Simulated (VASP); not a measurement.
# Mg (Im-3m) in VASP: further runs, part 2 of 2

VASP 6.6.1. The steps go on from the part before.

**6. Single point, PBEsol**

This run uses another cell than the first one, of 15.28 Å³/atom.

The input, INCAR:

```
  PREC = Accurate
  ENCUT = 520
  EDIFF = 1E-6
  ISMEAR = 0
  SIGMA = 0.1
  LREAL = F
  LASPH = T
  NELM = 100
  ALGO = Normal
  ISIF = 2
  LWAVE = F
  LCHARG = F
  GGA = PS
  NBANDS = 7
```

The input, KPOINTS:

```
regular mesh
0
Gamma
  20 20 20
```

The input, POSCAR:

```
Mg
1.0
   -1.5631771551      1.5631771551      1.5631771551
    1.5631771551     -1.5631771551      1.5631771551
    1.5631771551      1.5631771551     -1.5631771551
Mg
1
Direct
    0.0000000000      0.0000000000      0.0000000000
```

Potentials or basis: VASP PAW PBE potentials, release 64 (Mg).

The run is started by

```bash
cat potpaw_PBE.64/Mg/POTCAR > POTCAR
mpirun -np 1 vasp_std > vasp.out
```

OUTCAR:

```text
PREC = Accurate
   ENCUT = 520
   EDIFF = 1E-6
   ISMEAR = 0
   LREAL = F
   LASPH = T
   NELM = 100
   ISIF = 2
   GGA = PS

 ion  position               nearest neighbor table
   1  0.000  0.000  0.000-

  LATTYP: Found a body centered cubic cell.
 ALAT       =     3.1263543102

  Lattice vectors:

 A1 = (  -1.5631771551,   1.5631771551,   1.5631771551)
 A2 = (   1.5631771551,  -1.5631771551,   1.5631771551)
 A3 = (   1.5631771551,   1.5631771551,  -1.5631771551)

Analysis of symmetry for initial positions (statically):
=====================================================================
 Subroutine PRICEL returns:
 Original cell was already a primitive cell.

 Routine SETGRP: Setting up the symmetry group for a
 body centered cubic supercell.

 Subroutine GETGRP returns: Found 48 space group operations
 (whereof 48 operations were pure point group operations)
 out of a pool of 48 trial point group operations.

The static configuration has the point symmetry O_h .

Analysis of symmetry for dynamics (positions and initial velocities):
=====================================================================
 Subroutine PRICEL returns:
 Original cell was already a primitive cell.

 Routine SETGRP: Setting up the symmetry group for a
 body centered cubic supercell.

 Subroutine GETGRP returns: Found 48 space group operations
 (whereof 48 operations were pure point group operations)
 out of a pool of 48 trial point group operations.

The dynamic configuration has the point symmetry O_h .

 Subroutine INISYM returns: Found 48 space group operations
 (whereof 48 operations are pure point group operations),
 and found     1 'primitive' translations

----------------------------------------------------------------------------------------

                                     Primitive cell

  volume of cell :      15.2786

  direct lattice vectors                    reciprocal lattice vectors
    -1.563177155  1.563177155  1.563177155     0.000000000  0.319861379  0.319861379
     1.563177155 -1.563177155  1.563177155     0.319861379  0.000000000  0.319861379
     1.563177155  1.563177155 -1.563177155     0.319861379  0.319861379  0.000000000

  length of vectors
     2.707502254  2.707502254  2.707502254     0.452352300  0.452352300  0.452352300

  position of ions in fractional coordinates (direct lattice)
     0.000000000  0.000000000  0.000000000

  ion indices of the primitive-cell ions
   primitive index   ion index
                 1           1

----------------------------------------------------------------------------------------

 KPOINTS: regular mesh

Automatic generation of k-mesh.
 Grid dimensions read from file:
 generate k-points for:   20   20   20

 Generating k-lattice:

  Cartesian coordinates                     Fractional coordinates (reciprocal lattice)
     0.000000000  0.015993069  0.015993069     0.050000000  0.000000000  0.000000000
     0.015993069  0.000000000  0.015993069     0.000000000  0.050000000  0.000000000
     0.015993069  0.015993069  0.000000000     0.000000000  0.000000000  0.050000000

  Length of vectors
     0.022617615  0.022617615  0.022617615

  Shift w.r.t. Gamma in fractional coordinates (k-lattice)
     0.000000000  0.000000000  0.000000000

 Subroutine IBZKPT returns following result:
 ===========================================

 Found    256 irreducible k-points:

 Following reciprocal coordinates:
            Coordinates               Weight
  0.000000  0.000000  0.000000      1.000000
  0.050000  0.000000  0.000000     12.000000
  0.100000  0.000000  0.000000     12.000000
  0.150000  0.000000  0.000000     12.000000
  0.200000  0.000000  0.000000     12.000000
  0.250000  0.000000  0.000000     12.000000
[... 16 lines left out ...]
  0.200000  0.100000  0.000000     48.000000
  0.250000  0.100000  0.000000     48.000000
 [... further k-points ...]
   k-points           NKPTS =    256   k-points in BZ     NKDIM =    256   number of bands    NBANDS=      7
   number of dos      NEDOS =    301   number of ions     NIONS =      1
   total plane-waves  NPLWV =   8000
   dimension x,y,z NGX =    20 NGY =   20 NGZ =   20
   dimension x,y,z NGXF=    40 NGYF=   40 NGZF=   40
   ions per type =               1
   NGX,Y,Z   is equivalent  to a cutoff of  12.28, 12.28, 12.28 a.u.
   NGXF,Y,Z  is equivalent  to a cutoff of  24.56, 24.56, 24.56 a.u.
 SYSTEM =  unknown system
   PREC   = accura    normal or accurate (medium, high low for compatibility)
   ISTART =      0    job   : 0-new  1-cont  2-samecut
   ICHARG =      2    charge: 1-file 2-atom 10-const
   ISPIN  =      1    spin polarized calculation?
   LNONCOLLINEAR =      F non collinear calculations
   LSORBIT =      F    spin-orbit coupling
   LASPH  =      T    aspherical Exc in radial PAW
   ENCUT  =  520.0 eV  38.22 Ry    6.18 a.u.   5.03  5.03  5.03*2*pi/ulx,y,z
   NELM   =    100;   NELMIN=  2; NELMDL= -5     # of ELM steps
   EDIFF  = 0.1E-05   stopping-criterion for ELM
   LREAL  =      F    real-space projection
   EDIFFG = 0.1E-04   stopping-criterion for IOM
   NSW    =      0    number of steps for IOM
   IBRION =     -1    ionic relax: 0-MD 1-quasi-New 2-CG
   NFREE  =      0    steps in history (QN), initial steepest desc. (CG)
   ISIF   =      2    stress and relaxation
   ISYM   =      2    0-nonsym 1-usesym 2-fastsym
   POTIM  = 0.5000    time-step for ionic-motion
   TEBEG  =    0.0;   TEEND  =   0.0 temperature during run
   PSTRESS=    0.0 pullay stress
   NELECT =       2.0000    total number of electrons
   NUPDOWN=      -1.0000    fix difference up-down
   EMIN   =  10.00;   EMAX   =-10.00  energy-range for DOS
   EFERMI =   0.00;   METHOD = LEGACY
   ISMEAR =     0;   SIGMA  =   0.10  broadening in eV -4-tet -1-fermi 0-gaus
   EFERMI_NEDOS =   21; number of points for ismear=-14 and -15
   IALGO  =     38    algorithm
   IMIX   =      4    mixing-type and parameters
     AMIX     =   0.40;   BMIX     =  1.00
     AMIX_MAG =   1.60;   BMIX_MAG =  1.00
  volume/ion in A,a.u.               =      15.28       103.11
  Fermi-wavevector in a.u.,A,eV,Ry     =   0.831234  1.570804  9.400945  0.690950
  Thomas-Fermi vector in A             =   1.944086
   LORBIT       =      0    0 simple, 1 ext, 2 COOP (PROOUT), +10 PAW based schemes
   GGA     = PS    functional components
   LHFCALC =     F    Hartree Fock is set to
   AEXX    =    0.0000 exact exchange contribution
   IVDW    =     0    specifies the selected vdW correction
   LEPSILON=     F    determine dielectric tensor
   LRPA    =     F    only Hartree local field effects (RPA)
 non-spin polarized calculation
 Gauss-broadening in eV      SIGMA  =   0.10
  energy-cutoff  :      520.00
  volume of cell :       15.28
 maximum number of plane-waves:       422
   NGX =  9   NGY =  9   NGZ =  9

 number of electron       2.0000000 magnetization

 Free energy of the ion-electron system (eV)
  ---------------------------------------------------
  ext. energy  EPLUGINS =         0.00000000
  ---------------------------------------------------
  free energy    TOTEN  =        -1.20141259 eV

  energy without entropy =       -1.20049445  energy(sigma->0) =       -1.20095352

 E-fermi :   5.2058     XC(G=0):  -9.9220

 val. band max:        5.1537737809   @ k =   0.3000   0.2000   0.2000
 cond. band min:       5.2204243395   @ k =   0.3000   0.2500   0.1500
 fundamental gap:      0.0666505587
 Fermi energy:         5.2058194609

 k-point     1 :       0.0000    0.0000    0.0000
  band No.  band energies     occupation
      1      -3.7618      2.00000
      2      21.1301      0.00000
      3      21.1301      0.00000
      4      21.1301      0.00000
      5      23.6510      0.00000
      6      23.6510      0.00000
      7      25.2445      0.00000
[... 221 lines left out ...]
 k-point    24 :       0.2500    0.1000    0.0000
  band No.  band energies     occupation
      1      -0.8091      2.00000
      2      10.3914      0.00000
      3      14.4468      0.00000
      4      18.2184      0.00000
      5      20.3840      0.00000
      6      23.3088      0.00000
      7      25.9759      0.00000

 [... further k-points ...]

------------------------ aborting loop because EDIFF is reached ----------------------------------------

  FORCE on cell =-STRESS in cart. coord.  units (eV):
  Direction    XX          YY          ZZ          XY          YZ          ZX
  --------------------------------------------------------------------------------------
  -------------------------------------------------------------------------------------
  Total        2.9079602      2.9079602      2.9079602      0.0000000      0.0000000      0.0000000
  in kB      304.9400395    304.9400395    304.9400395      0.0000000      0.0000000      0.0000000
  external PRESSURE =     304.9400395 kB  Pullay stress =       0.0000000 kB

 VOLUME and BASIS-vectors are now :
 -----------------------------------------------------------------------------
  energy-cutoff  :      520.00
  volume of cell :       15.28
      direct lattice vectors                 reciprocal lattice vectors
    -1.563177155  1.563177155  1.563177155     0.000000000  0.319861379  0.319861379
     1.563177155 -1.563177155  1.563177155     0.319861379  0.000000000  0.319861379
     1.563177155  1.563177155 -1.563177155     0.319861379  0.319861379  0.000000000

 POSITION                                       TOTAL-FORCE (eV/Angst)
 -----------------------------------------------------------------------------------
      0.00000      0.00000      0.00000         0.000000      0.000000     -0.000000
 -----------------------------------------------------------------------------------
    total drift:                                0.000000     -0.000000     -0.000000

  FREE ENERGIE OF THE ION-ELECTRON SYSTEM (eV)
  ---------------------------------------------------
  free  energy   TOTEN  =        -1.2014125864 eV

  energy  without entropy=       -1.2004944547  energy(sigma->0) =       -1.20095352
```

OSZICAR:

```text
N       E                     dE             d eps       ncg     rms          rms(c)
DAV:   1    -0.299027395823E+00   -0.29903E+00   -0.89200E+02  4018   0.204E+02
DAV:   2    -0.122181752046E+01   -0.92279E+00   -0.88824E+00  5047   0.138E+01
DAV:   3    -0.122427495442E+01   -0.24574E-02   -0.24563E-02  4312   0.819E-01
DAV:   4    -0.122427863483E+01   -0.36804E-05   -0.36808E-05  5124   0.225E-02
DAV:   5    -0.122427864868E+01   -0.13849E-07   -0.13097E-07  4452   0.861E-04    0.698E-01
DAV:   6    -0.121073362689E+01    0.13545E-01   -0.80131E-05  4256   0.713E-02    0.443E-01
DAV:   7    -0.120146486575E+01    0.92688E-02   -0.30322E-04  3808   0.120E-01    0.186E-02
DAV:   8    -0.120141566457E+01    0.49201E-04   -0.12064E-05  5124   0.196E-02    0.512E-03
DAV:   9    -0.120141251264E+01    0.31519E-05   -0.15849E-06  4102   0.687E-03    0.572E-04
DAV:  10    -0.120141258636E+01   -0.73722E-07   -0.28797E-08  2156   0.102E-03
   1 F= -.12014126E+01 E0= -.12009535E+01  d E =-.918132E-03
```

stdout:

```text
POSCAR found type information on POSCAR Mg
 POSCAR found :  1 types and       1 ions
 scaLAPACK will be used
 -----------------------------------------------------------------------------
|                                                                             |
|                                                                             |
|     You enforced a specific xc type in the INCAR file but a different       |
|     I HOPE YOU KNOW WHAT YOU ARE DOING!                                     |
|                                                                             |
 -----------------------------------------------------------------------------

 LDA part: xc-table for (Slater+PW92), standard interpolation
 POSCAR, INCAR and KPOINTS ok, starting setup
 FFT: planning ... GRIDC
 FFT: planning ... GRID_SOFT
 FFT: planning ... GRID
 WAVECAR not read
 entering main loop
```

Run time: 24 s. Hardware: 1 thread of Intel Xeon 8259CL, shared host; peak memory 0.14 GiB.

What came out:

- Free energy: -1.2014 eV
- Pressure: 30.5 GPa
- Band gap on the k mesh: zero (bands 1 and 2 overlap by 4.90 eV)

Caveat: the cell stands under pressure; the PAW data sets were made with another functional, which shifts forces and pressure a little.

**7. Summary**

| cell | gap on the mesh (eV) | pressure (GPa) |
| --- | --- | --- |
| a = 2.437 Å, angles 109.5°, 1 atom | none | 102.7 |
| a = 2.506 Å, angles 109.5°, 1 atom | none | 76.8 |
| a = 2.599 Å, angles 109.5°, 1 atom | none | 51.0 |
| a = 2.708 Å, angles 109.5°, 1 atom | none | 30.5 |

Alike in all rows: task single point; level PBEsol; potentials or basis VASP PAW PBE potentials, release 64 (Mg); no spin polarisation; k mesh 20 × 20 × 20; cutoff (eV) 520; smearing gaussian 0.1 eV.

Caveats: the cell stands under pressure; the PAW data sets were made with another functional, which shifts forces and pressure a little.

Absolute energies hang on the potentials; compare differences alone.
